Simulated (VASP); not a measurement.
# KF (Pm-3m) in VASP: settings compared, part 2 of 2

VASP 6.6.1.

**4. Single point, LDA**

This run uses another cell than the first one, of 16.06 Å³/atom, 1.096 times its volume.

INCAR reads:

```
SYSTEM = KF
ALGO     = Normal         ! electronic algorithm
EDIFF    = 1E-6           ! SCF threshold, eV
ENCUT    = 520            ! plane-wave cutoff, eV
ISIF     = 2              ! what is computed and relaxed
ISMEAR   = 0              ! smearing method
LASPH    = .True.         ! aspherical terms in the spheres
LCHARG   = .False.        ! write CHGCAR
LREAL    = .False.        ! projectors in reciprocal space
LWAVE    = .False.        ! write WAVECAR
NBANDS   = 15             ! bands
NELM     = 100            ! most SCF steps
PREC     = Accurate       ! precision mode
SIGMA    = 0.01           ! smearing width, eV
```

KPOINTS reads:

```
k-points
0
Gamma
  8 8 8
  0 0 0
```

POSCAR reads:

```
KF
1.0
    3.1788706666      0.0000000000      0.0000000000
    0.0000000000      3.1788706666      0.0000000000
    0.0000000000      0.0000000000      3.1788706666
K F
1 1
Direct
    0.0000000000      0.0000000000      0.0000000000
    0.5000000000      0.5000000000      0.5000000000
```

Potentials or basis: VASP PAW LDA potentials, release 64 (K_sv, F).

Launch:

```console
$ cat potpaw_LDA.64/K_sv/POTCAR potpaw_LDA.64/F/POTCAR > POTCAR
$ mpirun -np 1 vasp_std > vasp.out
```

OUTCAR:

```text
SYSTEM = KF
   EDIFF = 1E-6
   ENCUT = 520
   ISIF = 2
   ISMEAR = 0
   LASPH = .True.
   LREAL = .False.
   NELM = 100
   PREC = Accurate

 ion  position               nearest neighbor table
   1  0.000  0.000  0.000-   2 2.75   2 2.75   2 2.75   2 2.75   2 2.75   2 2.75   2 2.75   2 2.75

   2  0.500  0.500  0.500-   1 2.75   1 2.75   1 2.75   1 2.75   1 2.75   1 2.75   1 2.75   1 2.75

  LATTYP: Found a simple cubic cell.
 ALAT       =     3.1788706666

  Lattice vectors:

 A1 = (   3.1788706666,   0.0000000000,   0.0000000000)
 A2 = (   0.0000000000,   3.1788706666,   0.0000000000)
 A3 = (   0.0000000000,   0.0000000000,   3.1788706666)

Analysis of symmetry for initial positions (statically):
=====================================================================
 Subroutine PRICEL returns:
 Original cell was already a primitive cell.

 Routine SETGRP: Setting up the symmetry group for a
 simple cubic supercell.

 Subroutine GETGRP returns: Found 48 space group operations
 (whereof 48 operations were pure point group operations)
 out of a pool of 48 trial point group operations.

The static configuration has the point symmetry O_h .

Analysis of symmetry for dynamics (positions and initial velocities):
=====================================================================
 Subroutine PRICEL returns:
 Original cell was already a primitive cell.

 Routine SETGRP: Setting up the symmetry group for a
 simple cubic supercell.

 Subroutine GETGRP returns: Found 48 space group operations
 (whereof 48 operations were pure point group operations)
 out of a pool of 48 trial point group operations.

The dynamic configuration has the point symmetry O_h .

 Subroutine INISYM returns: Found 48 space group operations
 (whereof 48 operations are pure point group operations),
 and found     1 'primitive' translations

----------------------------------------------------------------------------------------

                                     Primitive cell

  volume of cell :      32.1232

  direct lattice vectors                    reciprocal lattice vectors
     3.178870667  0.000000000  0.000000000     0.314577127  0.000000000  0.000000000
     0.000000000  3.178870667  0.000000000     0.000000000  0.314577127  0.000000000
     0.000000000  0.000000000  3.178870667     0.000000000  0.000000000  0.314577127

  length of vectors
     3.178870667  3.178870667  3.178870667     0.314577127  0.314577127  0.314577127

  position of ions in fractional coordinates (direct lattice)
     0.000000000  0.000000000  0.000000000
     0.500000000  0.500000000  0.500000000

  ion indices of the primitive-cell ions
   primitive index   ion index
                 1           1
                 2           2

----------------------------------------------------------------------------------------

 KPOINTS: k-points

Automatic generation of k-mesh.
 Grid dimensions read from file:
 generate k-points for:    8    8    8

 Generating k-lattice:

  Cartesian coordinates                     Fractional coordinates (reciprocal lattice)
     0.039322141  0.000000000  0.000000000     0.125000000  0.000000000  0.000000000
     0.000000000  0.039322141  0.000000000     0.000000000  0.125000000  0.000000000
     0.000000000  0.000000000  0.039322141     0.000000000  0.000000000  0.125000000

  Length of vectors
     0.039322141  0.039322141  0.039322141

  Shift w.r.t. Gamma in fractional coordinates (k-lattice)
     0.000000000  0.000000000  0.000000000

 Subroutine IBZKPT returns following result:
 ===========================================

 Found     35 irreducible k-points:

 Following reciprocal coordinates:
            Coordinates               Weight
  0.000000  0.000000  0.000000      1.000000
  0.125000  0.000000  0.000000      6.000000
  0.250000  0.000000  0.000000      6.000000
  0.375000  0.000000  0.000000      6.000000
  0.500000  0.000000  0.000000      3.000000
  0.125000  0.125000  0.000000     12.000000
[... 16 lines left out ...]
  0.375000  0.375000  0.125000     24.000000
  0.500000  0.375000  0.125000     24.000000
 [... further k-points ...]
   k-points           NKPTS =     35   k-points in BZ     NKDIM =     35   number of bands    NBANDS=     15
   number of dos      NEDOS =    301   number of ions     NIONS =      2
   total plane-waves  NPLWV =  13824
   dimension x,y,z NGX =    24 NGY =   24 NGZ =   24
   dimension x,y,z NGXF=    48 NGYF=   48 NGZF=   48
   ions per type =               1   1
   NGX,Y,Z   is equivalent  to a cutoff of  12.55, 12.55, 12.55 a.u.
   NGXF,Y,Z  is equivalent  to a cutoff of  25.10, 25.10, 25.10 a.u.
 SYSTEM =  KF
   PREC   = accura    normal or accurate (medium, high low for compatibility)
   ISTART =      0    job   : 0-new  1-cont  2-samecut
   ICHARG =      2    charge: 1-file 2-atom 10-const
   ISPIN  =      1    spin polarized calculation?
   LNONCOLLINEAR =      F non collinear calculations
   LSORBIT =      F    spin-orbit coupling
   LASPH  =      T    aspherical Exc in radial PAW
   ENCUT  =  520.0 eV  38.22 Ry    6.18 a.u.   5.91  5.91  5.91*2*pi/ulx,y,z
   NELM   =    100;   NELMIN=  2; NELMDL= -5     # of ELM steps
   EDIFF  = 0.1E-05   stopping-criterion for ELM
   LREAL  =      F    real-space projection
   EDIFFG = 0.1E-04   stopping-criterion for IOM
   NSW    =      0    number of steps for IOM
   IBRION =     -1    ionic relax: 0-MD 1-quasi-New 2-CG
   NFREE  =      0    steps in history (QN), initial steepest desc. (CG)
   ISIF   =      2    stress and relaxation
   ISYM   =      2    0-nonsym 1-usesym 2-fastsym
   POTIM  = 0.5000    time-step for ionic-motion
   TEBEG  =    0.0;   TEEND  =   0.0 temperature during run
   PSTRESS=    0.0 pullay stress
   NELECT =      16.0000    total number of electrons
   NUPDOWN=      -1.0000    fix difference up-down
   EMIN   =  10.00;   EMAX   =-10.00  energy-range for DOS
   EFERMI =   0.00;   METHOD = LEGACY
   ISMEAR =     0;   SIGMA  =   0.01  broadening in eV -4-tet -1-fermi 0-gaus
   EFERMI_NEDOS =   21; number of points for ismear=-14 and -15
   IALGO  =     38    algorithm
   IMIX   =      4    mixing-type and parameters
     AMIX     =   0.40;   BMIX     =  1.00
     AMIX_MAG =   1.60;   BMIX_MAG =  1.00
  volume/ion in A,a.u.               =      16.06       108.39
  Fermi-wavevector in a.u.,A,eV,Ry     =   1.297703  2.452303 22.912660  1.684033
  Thomas-Fermi vector in A             =   2.429078
   LORBIT       =      0    0 simple, 1 ext, 2 COOP (PROOUT), +10 PAW based schemes
   GGA     = CA    functional components
   LHFCALC =     F    Hartree Fock is set to
   AEXX    =    0.0000 exact exchange contribution
   IVDW    =     0    specifies the selected vdW correction
   LEPSILON=     F    determine dielectric tensor
   LRPA    =     F    only Hartree local field effects (RPA)
 non-spin polarized calculation
 Gauss-broadening in eV      SIGMA  =   0.01
  energy-cutoff  :      520.00
  volume of cell :       32.12
 maximum number of plane-waves:       912
 NGX is ok and might be reduce to    24
   NGX = 11   NGY = 11   NGZ = 11

 number of electron      15.9999985 magnetization

 Free energy of the ion-electron system (eV)
  ---------------------------------------------------
  ext. energy  EPLUGINS =         0.00000000
  ---------------------------------------------------
  free energy    TOTEN  =        -8.93933858 eV

  energy without entropy =       -8.93933858  energy(sigma->0) =       -8.93933858

 E-fermi :  -2.0805     XC(G=0): -10.0958

 val. band max:       -2.2160656210   @ k =   0.5000   0.5000   0.0000
 cond. band min:       4.2320281739   @ k =   0.0000   0.0000   0.0000
 fundamental gap:      6.4480937949
 Fermi energy:        -2.0804598124

 k-point     1 :       0.0000    0.0000    0.0000
  band No.  band energies     occupation
      1     -28.5741      2.00000
      2     -20.7465      2.00000
      3     -11.7162      2.00000
      4     -11.7162      2.00000
      5     -11.7162      2.00000
      6      -2.2505      2.00000
      7      -2.2505      2.00000
      8      -2.2505      2.00000
      9       4.2320      0.00000
     10       5.9359      0.00000
     11       5.9359      0.00000
     12      12.0967      0.00000
     13      12.0967      0.00000
     14      12.0967      0.00000
[... 401 lines left out ...]
      2     -20.6585      2.00000
      3     -12.6538      2.00000
      4     -12.5223      2.00000
      5     -11.6325      2.00000
      6      -3.0054      2.00000
      7      -2.8843      2.00000
      8      -2.4104      2.00000
      9       6.8124      0.00000
     10       7.4092      0.00000
     11       9.5562      0.00000
     12       9.7750      0.00000
     13      11.1526      0.00000
     14      12.5643      0.00000
     15      14.7412      0.00000

 [... further k-points ...]
[... 5 lines left out ...]
  --------------------------------------------------------------------------------------
  -------------------------------------------------------------------------------------
  Total       -0.7317490     -0.7317490     -0.7317490     -0.0000000     -0.0000000     -0.0000000
  in kB      -36.4967436    -36.4967436    -36.4967436     -0.0000000     -0.0000000     -0.0000000
  external PRESSURE =     -36.4967436 kB  Pullay stress =       0.0000000 kB

 VOLUME and BASIS-vectors are now :
 -----------------------------------------------------------------------------
  energy-cutoff  :      520.00
  volume of cell :       32.12
      direct lattice vectors                 reciprocal lattice vectors
     3.178870667  0.000000000  0.000000000     0.314577127  0.000000000  0.000000000
     0.000000000  3.178870667  0.000000000     0.000000000  0.314577127  0.000000000
     0.000000000  0.000000000  3.178870667     0.000000000  0.000000000  0.314577127

 POSITION                                       TOTAL-FORCE (eV/Angst)
 -----------------------------------------------------------------------------------
      0.00000      0.00000      0.00000         0.000000      0.000000      0.000000
      1.58944      1.58944      1.58944         0.000000      0.000000      0.000000
 -----------------------------------------------------------------------------------
    total drift:                                0.000000      0.000000     -0.000000

  FREE ENERGIE OF THE ION-ELECTRON SYSTEM (eV)
  ---------------------------------------------------
  free  energy   TOTEN  =        -8.9393385750 eV

  energy  without entropy=       -8.9393385750  energy(sigma->0) =       -8.93933858
```

It took 5.4 s on 1 thread of Intel Xeon 6975P-C (Granite Rapids), shared host; peak memory 0.13 GiB.

Results:

* Free energy: -8.9393 eV
* Pressure: -3.6 GPa
* Band gap on the k mesh: 6.45 eV, indirect (least direct gap 6.48 eV)

**5. Summary**

```tsv
level	potentials or basis	cell	smearing	gap on the mesh (eV)	pressure (GPa)
LDA	VASP PAW LDA potentials, release 64 (K_sv, F)	a = 3.083 Å, 2 atoms	fermi-dirac 0.02 eV	7.20	0.4
PBE	VASP PAW PBE potentials, release 64 (K_sv, F)	a = 3.179 Å, 2 atoms	fermi-dirac 0.02 eV	6.80	3.0
LDA	VASP PAW LDA potentials, release 64 (K_sv, F)	a = 3.179 Å, 2 atoms	gaussian 0.01 eV	6.45	-3.6
```

Alike in all rows: task single point; no spin polarisation; k mesh 8 × 8 × 8; cutoff (eV) 520.

Absolute energies hang on the potentials; compare differences alone.
